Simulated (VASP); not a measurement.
# C: single point with PBEsol

C:

```
C
1.0
     0.00000    1.75906    1.75906
     1.75906    0.00000    1.75906
     1.75906    1.75906    0.00000
C
2
Direct
  0.00000 0.00000 0.00000
  0.25000 0.25000 0.25000
```

```yaml
Program: VASP 6.6.1
Task: single point
Functional: PBEsol
Potentials_or_basis: VASP PAW PBE potentials, release 64 (C)
Cutoff: 600 eV
k_mesh: 10 × 10 × 10
Occupations: gaussian, width 0.01 eV
Spin: no spin polarisation
Dipole_correction: no
Further_INCAR_settings: ALGO = Normal; EDIFF = 1e-06; NBANDS = 11
```

- Pressure: 14.9 GPa
- Band gap on the k mesh: 4.13 eV, indirect (least direct gap 5.65 eV)

Levels at points of the mesh, in eV from the valence-band top:
```csv
k point,band 1,band 2,band 3,band 4,band 5,band 6,band 7,band 8,band 9
"(0.00, 0.00, 0.00)",-22.08,0.00,0.00,0.00,5.65,5.65,5.65,14.32,19.50
"(0.50, 0.00, 0.00)",-16.01,-13.93,-2.92,-2.92,8.56,8.56,9.40,15.85,22.25
"(0.50, 0.50, 0.00)",-13.07,-13.07,-6.59,-6.59,4.69,4.69,17.42,17.42,23.86
```

Wall time 3.6 s on 1 thread of Intel(R) Xeon(R) Platinum 8488C (Sapphire Rapids), with other jobs on the host, peak memory 0.12 GiB.

Caveat: the PAW data sets were made with another functional, which shifts forces and pressure a little. A k mesh can miss the band edges.
